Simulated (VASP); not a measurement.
Here is a VASP 6.6.1 calculation.

Contents of INCAR:

```
ALGO = Normal ; EDIFF = 1E-6
ENCUT = 520 ; GGA = PE
ISIF = 2 ; ISMEAR = 1
LASPH = True ; LCHARG = True
LELF = True ; LREAL = False
LVHAR = True ; LWAVE = False
NBANDS = 32 ; NELM = 60
PREC = Accurate ; SIGMA = 0.0783
```

File KPOINTS:

```
k-points
0
Gamma
  5 5 3
```

POSCAR

```
GaAs2
1.0
    3.7649910000      0.0000000000      0.0000000000
    0.0000000000      3.7649910000      0.0000000000
    0.0000000000      0.0000000000      7.7953520000
Ga As
2 4
Direct
    0.0000000000      0.5000000000      0.2810000000
    0.5000000000      0.0000000000      0.7190000000
    0.0000000000      0.0000000000      0.0000000000
    0.5000000000      0.5000000000      0.0000000000
    0.0000000000      0.5000000000      0.6390000000
    0.5000000000      0.0000000000      0.3610000000
```

Potentials or basis: VASP PAW PBE potentials, release 64 (Ga_d, As).

Launch:

```bash
$ cat potpaw_PBE.64/Ga_d/POTCAR potpaw_PBE.64/As/POTCAR > POTCAR
$ mpirun -np 1 vasp_std > vasp.out
```

Estimate the band gap on the k mesh.

zero (band 23 reaches 6.47 eV, above the bottom of band 24 at 5.45 eV).

Predict the largest force.

0.633 eV/Å.

What does it give for the pressure?

5.8 GPa.

Stress tensor (GPa, compression positive):
```
7.58 0.00 0.00
0.00 7.58 0.00
0.00 0.00 2.14
```
